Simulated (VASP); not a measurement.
## CaO: single point with PBE

The system is CaO.

```
Ca O
1.0
    -0.02398    2.39755    2.39755
     2.39755   -0.02398    2.39755
     2.37357    2.37357    0.00000
Ca O
1 1
Cartesian
  0.0000 0.0000 0.0000
  2.3736 2.3736 2.3976
```

This cell differs from its parent crystal: shear xy strain -2.0%.

```json
{
  "Program": "VASP 6.6.1",
  "Task": "single point",
  "Functional": "PBE",
  "Potentials or basis": "VASP PAW PBE potentials, release 64 (Ca_sv, O)",
  "Cutoff": "520 eV",
  "k mesh": "10 × 10 × 10",
  "Occupations": "fermi-dirac, width 0.02 eV",
  "Spin": "no spin polarisation"
}
```

The pressure is 3.1 GPa and the band gap on the k mesh is 3.60 eV (least direct gap 3.96 eV).

Stress tensor (GPa, compression positive):
```
3.06 1.51 0.00
1.51 3.06 0.00
0.00 0.00 3.02
```

Levels at points of the mesh, in eV from the valence-band top:
```csv
k point,band 6,band 7,band 8,band 9,band 10,band 11
"(0.00, 0.00, 0.00)",-0.07,-0.04,0.00,4.73,6.11,6.21
"(0.50, 0.00, 0.00)",-2.69,-1.25,-1.18,7.02,8.26,8.39
"(0.50, 0.50, 0.00)",-1.33,-0.45,-0.36,3.60,8.06,8.90
"(0.00, 0.00, 0.50)",-2.69,-1.32,-1.25,7.06,8.33,8.47
"(0.50, 0.00, 0.50)",-1.33,-0.41,-0.41,3.60,8.05,8.89
```

Run time: 36 s on 1 thread of AMD EPYC 9R45 96-Core Processor (Zen 5), on a shared host, peak memory 0.18 GiB.

Caveat: the cell differs from its parent crystal (shear xy strain -2.0%); the cell stands under pressure. A k mesh can miss the band edges.
